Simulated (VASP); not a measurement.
## Si: single point with LDA

Si:

```
Si
1.0
    -1.74893    1.74893    1.32033
     1.74893   -1.74893    1.32033
     1.50490    1.50490   -1.32033
Si
1
Direct
  0.00000 0.00000 0.00000
```

This cell differs from its parent crystal: strain -0.1500 x Voigt [0, 0, 0, 0, 0, 1].

* Program: VASP 6.6.1
* Task: single point
* Functional: LDA
* Potentials or basis: VASP PAW LDA potentials, release 64 (Si)
* Cutoff: 520 eV
* k mesh: 22 × 22 × 22
* Occupations: gaussian, width 0.15 eV
* Spin: no spin polarisation

The pressure is 2.5 GPa and the band gap on the k mesh is zero (band 2 reaches 17.74 eV, above the bottom of band 3 at 7.12 eV).

Stress tensor (GPa, compression positive):
```
2.57 7.91 0.00
7.91 2.57 0.00
0.00 0.00 2.39
```

Levels at points of the mesh, in eV from the Fermi level:
| k point | band 1 | band 2 | band 3 | band 4 | band 5 | band 6 |
| --- | --- | --- | --- | --- | --- | --- |
| (0.00, 0.00, 0.00) | -14.77 | 6.76 | 8.12 | 13.49 | 13.89 | 13.95 |
| (0.50, 0.00, 0.00) | -6.51 | -6.10 | 3.90 | 5.74 | 7.90 | 10.16 |
| (0.50, 0.50, 0.00) | -10.04 | -7.68 | 10.41 | 11.40 | 12.87 | 13.48 |
| (0.00, 0.00, 0.50) | -6.97 | -6.90 | 7.54 | 10.27 | 10.53 | 11.44 |
| (0.50, 0.50, 0.50) | -3.28 | -1.32 | -1.16 | 1.41 | 4.01 | 6.51 |

Wall time 80 s on 1 thread of AMD EPYC 9R45 96-Core Processor (Zen 5), with other jobs on the host, peak memory 0.21 GiB.

Caveat: the cell differs from its parent crystal (strain -0.1500 x Voigt [0, 0, 0, 0, 0, 1]).
